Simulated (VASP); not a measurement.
CdO: single point with LDA

CdO:

```
Cd O
1.0
     0.00000    2.36099    2.36099
     2.36099    0.00000    2.36099
     2.36099    2.36099    0.00000
Cd O
1 1
Direct
  0.00000 0.00000 0.00000
  0.50000 0.50000 0.50000
```

* Program: VASP 6.6.1
* Task: single point
* Functional: LDA
* Potentials or basis: VASP PAW LDA potentials, release 64 (Cd, O)
* Cutoff: 600 eV
* k mesh: 6 × 6 × 6
* Occupations: gaussian, width 0.1 eV
* Spin: no spin polarisation
* Dipole correction: no
* Further INCAR settings: ALGO = Normal; EDIFF = 1e-06; NBANDS = 16

| Item | Value |
| --- | --- |
| Pressure | -6.5 GPa |
| Band gap on the k mesh | zero (band 9 reaches 1.64 eV, above the bottom of band 10 at 1.10 eV) |

Levels at points of the mesh, in eV from the Fermi level:
| k point | band 7 | band 8 | band 9 | band 10 | band 11 | band 12 |
| --- | --- | --- | --- | --- | --- | --- |
| (0.00, 0.00, 0.00) | -1.41 | -1.41 | -1.41 | -0.63 | 14.70 | 16.69 |
| (0.50, 0.00, 0.00) | -3.91 | -0.09 | -0.09 | 4.19 | 6.97 | 11.53 |
| (0.50, 0.50, 0.00) | -4.42 | -2.39 | -2.39 | 3.51 | 8.24 | 10.96 |

It took 5.2 s on 1 thread of Intel(R) Xeon(R) 6975P-C (Granite Rapids), on a shared host, peak memory 0.14 GiB.

Caveat: the k points lie up to 0.38 Å⁻¹ apart.
